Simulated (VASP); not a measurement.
Wanted: the native input for a VASP 6.6.1 run.

```yaml
Task: single point
Functional: LDA
Potentials_or_basis: VASP PAW LDA potentials, release 64 (Ir)
Cutoff: 520 eV
k_mesh: 20 × 20 × 20
Occupations: fermi-dirac, width 0.15 eV
Spin: no spin polarisation
Dipole_correction: no
Further_INCAR_settings: ALGO = Normal; EDIFF = 1e-06; NBANDS = 10
```

The structure of Ir lies in POSCAR:

```
Ir
1.0
    0.0000000000      1.9190496690      1.9190496690
    1.9190496690      0.0000000000      1.9190496690
    1.9190496690      1.9190496690      0.0000000000
Ir
1
Direct
    0.0000000000      0.0000000000      0.0000000000
```

One way to write it, as run:

INCAR

```
SYSTEM = Ir
ALGO = Normal
EDIFF = 1E-6
ENCUT = 520
GGA = CA
ISIF = 2
ISMEAR = -1
LASPH = .True.
LCHARG = .False.
LREAL = .False.
LWAVE = .False.
NBANDS = 10
NELM = 80
PREC = Accurate
SIGMA = 0.15
```

KPOINTS

```
k-points
0
Gamma
  20 20 20
  0 0 0
```

Potentials or basis: VASP PAW LDA potentials, release 64 (Ir).

Command:

```sh
$ cat potpaw_LDA.64/Ir/POTCAR > POTCAR
$ mpirun -np 1 vasp_std > vasp.out
```

Results of the run:

| Quantity | Value |
| --- | --- |
| Pressure | -5.2 GPa |
| Band gap on the k mesh | zero (an odd number of electrons rules out a gap without spin polarisation) |

Caveat: the cell stands under tension; spin-orbit coupling is left out, which moves the levels of the heavy elements.

Wall time 26 s on 1 thread of Intel Xeon 8259CL, with other jobs on the host, peak memory 0.15 GiB.
